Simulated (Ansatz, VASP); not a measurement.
## HfB2: VASP beside Ansatz

INCAR

```
SYSTEM = HfB2
ALGO     = Normal         ! electronic algorithm
EDIFF    = 1E-8           ! SCF threshold, eV
ENCUT    = 520            ! plane-wave cutoff, eV
GGA      = PE             ! functional
ISIF     = 2              ! what is computed and relaxed
ISMEAR   = -1             ! smearing method
LASPH    = .True.         ! aspherical terms in the spheres
LCHARG   = .False.        ! write CHGCAR
LEFG     = .True.       
LREAL    = .False.        ! projectors in reciprocal space
LWAVE    = .False.        ! write WAVECAR
NBANDS   = 15             ! bands
NELM     = 80             ! most SCF steps
PREC     = Accurate       ! precision mode
SIGMA    = 0.05           ! smearing width, eV
```

Contents of KPOINTS:

```
k-points
0
Gamma
  10 10 8
  0 0 0
```

Contents of POSCAR:

```
HfB2
1.0
    3.1400000000      0.0000000000      0.0000000000
   -1.5700000000      2.7193197679      0.0000000000
    0.0000000000      0.0000000000      3.4800000000
Hf B
1 2
Direct
    0.0000000000      0.0000000000      0.0000000000
    0.3333333333      0.6666666667      0.5000000000
    0.6666666667      0.3333333333      0.5000000000
```

Input for Ansatz:

```yaml
crystal:
  lattice:
    - [3.14, 0.0, 0.0]
    - [-1.57, 2.7193197679, 0.0]
    - [0.0, 0.0, 3.48]
  atoms:
    - { symbol: Hf, position: [0.0, 0.0, 0.0] }
    - { symbol: B, position: [0.3333333333, 0.6666666667, 0.5] }
    - { symbol: B, position: [0.6666666667, 0.3333333333, 0.5] }
kpoints:
  mp_grid: { grid: [10, 10, 8] }
scf:
  occupations: { method: fermi_dirac, width: 0.05 }
  mixing: { algorithm: msr1, beta: 0.9, ndim: 16 }
hamiltonian:
  xc: pbe
  pseudopotentials: { kind: paw }
output:
  forces: true
  stress: true
  populations: true
  efg:
    quadrupole_moments_barn: { Hf: 3.365, B: 0.04059 }
    contact_densities: true
```

Alike in both runs: task electric field gradients; functional PBE; k mesh 10 × 10 × 8; occupations fermi-dirac, width 0.05 eV; no spin polarisation.

|  | VASP | Ansatz |
| --- | --- | --- |
| version | VASP 6.6.1 | Ansatz 0.2.0 |
| potentials or method | VASP PAW PBE potentials, release 64 (Hf_pv, B) | plane-wave PAW, scalar-relativistic |
| plane-wave cutoff (eV) | 520 | 420 |
| valence electrons in the cell | 16 | 32 |

Ansatz gave:

* pressure (GPa): 1.4
* traceless stress, the component that is largest in VASP (GPa): 0.32
* size of Vzz on the site where it differs most (V/Å²): 103.1

Q: Which values does VASP return?

A: Pressure (GPa): 1.0; traceless stress, the component that is largest in VASP (GPa): 0.51; size of Vzz on the site where it differs most (V/Å²): 75.6.

VASP's potentials hold 16 valence electrons a cell and Ansatz's 32, so a difference there can come from the potentials and not from the codes.

Spin-orbit coupling is off throughout.
